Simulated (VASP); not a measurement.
A run of VASP 6.6.1:

INCAR

```
  PREC = Accurate
  ENCUT = 520
  EDIFF = 1E-8
  ISMEAR = 0
  SIGMA = 0.01
  LREAL = F
  LASPH = T
  NELM = 100
  ALGO = Normal
  ISIF = 2
  LWAVE = F
  LCHARG = F
  GGA = PS
  NBANDS = 11
  IBRION = 8
  NSW = 1
```

File KPOINTS:

```
Automatic mesh
0
Gamma
  8 8 8
```

Contents of POSCAR:

```
MgS
1.0
    0.0000000000      2.5909610223      2.5909610223
    2.5909610223      0.0000000000      2.5909610223
    2.5909610223      2.5909610223      0.0000000000
Mg S
1 1
Direct
    0.0000000000      0.0000000000      0.0000000000
    0.5000000000      0.5000000000      0.5000000000
```

Potentials or basis: VASP PAW PBE potentials, release 64 (Mg, S).

Run with:

```console
$ cat potpaw_PBE.64/Mg/POTCAR potpaw_PBE.64/S/POTCAR > POTCAR
$ mpirun -np 1 vasp_std > vasp.out
```

Hardware: 1 thread of Intel(R) Xeon(R) Platinum 8259CL CPU @ 2.50GHz (Skylake/Cascade Lake) (shared host).

Q: How long does it take, and how much memory?

A: It took 73 s on 1 thread of Intel(R) Xeon(R) Platinum 8259CL CPU @ 2.50GHz (Skylake/Cascade Lake), with other jobs on the host, peak memory 0.21 GiB. Counts: scf iterations 39, k points 29.
